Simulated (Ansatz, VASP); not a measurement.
In in VASP and in Ansatz

File INCAR:

```
SYSTEM = In
ALGO = Normal
EDIFF = 1E-7
EDIFFG = -0.01
ENCUT = 600
GGA = PS
IBRION = 2
ISIF = 3
ISMEAR = -1
LASPH = .TRUE.
LCHARG = .FALSE.
LREAL = .FALSE.
LWAVE = .FALSE.
NELM = 80
NSW = 80
PREC = Accurate
SIGMA = 0.1
```

Contents of KPOINTS:

```
k-points
0
G
  11 11 6
  0 0 0
```

POSCAR

```
In
1.0
    3.3313943041      0.0000000000      0.0000000000
   -1.6656971520      2.8850720974      0.0000000000
    0.0000000000      0.0000000000      5.4401668986
In
2
Direct
    0.3333333333      0.6666666667      0.2500000000
    0.6666666667      0.3333333333      0.7500000000
```

Input for Ansatz:

```yaml
crystal:
  lattice:
    - [3.3313943041, 0.0, 0.0]
    - [-1.665697152, 2.8850720974, 0.0]
    - [0.0, 0.0, 5.4401668986]
  atoms:
    - { symbol: In, position: [0.3333333333, 0.6666666667, 0.25] }
    - { symbol: In, position: [0.6666666667, 0.3333333333, 0.75] }
hamiltonian:
  xc: pbesol
  pseudopotentials:
    kind: paw
    azcp:
      In: "pseudopotentials/In.paw.azcp"
basis:
  ecutwfc: 420
  fft_grid_basis: typed
kpoints:
  mp_grid: { grid: [11, 11, 6], shift: [0, 0, 0] }
magnetization:
  spin_polarized: false
scf:
  occupations: { method: fermi_dirac, width: 0.1 }
relax:
  max_steps: 60
  f_tol: 0.01
  cell: {}
```

Alike in both runs: task relaxation of cell and atoms; functional PBEsol; k mesh 11 × 11 × 6; occupations fermi-dirac, width 0.1 eV; no spin polarisation.

|  | VASP | Ansatz |
| --- | --- | --- |
| version | VASP 6.6.1 | Ansatz 0.2.0 |
| potentials or method | VASP PAW PBE potentials, release 64 (In_d), cutoff 600 eV | plane waves (420 eV) with PAW, scalar-relativistic |
| valence electrons in the cell | 26 | 26 |

|  | VASP | Ansatz | Ansatz less VASP |
| --- | --- | --- | --- |
| relaxed volume (Å³/atom) | 25.70 | 25.69 | -0.017 |
| relaxed length of the cell vector where the two differ most in proportion (Å) | 5.398 | 5.394 | -0.0043 |

VASP's potentials were made for PBE, not for PBEsol, and Ansatz warns of the same on its side.
